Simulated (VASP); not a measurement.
Wanted: the native input for a VASP 6.6.1 run.

```yaml
Task: relaxation of cell and atoms
Functional: PBE
Potentials_or_basis: VASP PAW PBE potentials, release 64 (Na_pv, F)
Cutoff: 600 eV
k_mesh: 6 × 6 × 6
Occupations: gaussian, width 0.1 eV
Spin: no spin polarisation
Dipole_correction: no
Further_INCAR_settings: ALGO = Normal; EDIFF = 1e-07; IBRION = 2; EDIFFG = -0.04; NSW = 60; ISIF = 3
```

The structure of NaF lies in POSCAR:

```
NaF
1.0
    0.0000000000      2.2858943900      2.2858943900
    2.2858943900      0.0000000000      2.2858943900
    2.2858943900      2.2858943900      0.0000000000
Na F
1 1
Direct
    0.0000000000      0.0000000000      0.0000000000
    0.5000000000      0.5000000000      0.5000000000
```

These files were run (other wordings do the same):

INCAR

```
SYSTEM = NaF
  PREC = Accurate
  ENCUT = 600
  EDIFF = 1E-7
  ISMEAR = 0
  SIGMA = 0.1
  LREAL = .FALSE.
  LASPH = .TRUE.
  NELM = 120
  ALGO = Normal
  ISIF = 3
  LWAVE = .FALSE.
  LCHARG = .FALSE.
  GGA = PE
  IBRION = 2
  NSW = 60
  EDIFFG = -0.04
  GGA_COMPAT = .FALSE.
  NELMIN = 4
```

KPOINTS

```
regular mesh
0
G
  6 6 6
  0 0 0
```

Potentials or basis: VASP PAW PBE potentials, release 64 (Na_pv, F).

Command:

```bash
$ cat potpaw_PBE.64/Na_pv/POTCAR potpaw_PBE.64/F/POTCAR > POTCAR
$ mpirun -np 1 vasp_std > vasp.out
```

Results of the run:

The relaxed volume is 13.00 Å³/atom, the relaxed cell is a = 3.326 Å, b = 3.326 Å, c = 3.326 Å, α = 60.00°, β = 60.00°, γ = 60.00° and the space group after relaxing (to 0.1 Å) is Fm-3m (No. 225). The energy gained by relaxing is 12.6 meV/atom, the ionic steps are 3 and the pressure after relaxing is -0.2 GPa. The band gap on the k mesh is 6.07 eV.

Run time: 32 s on 1 thread of Intel Xeon 8259CL, on a shared host, peak memory 0.15 GiB.
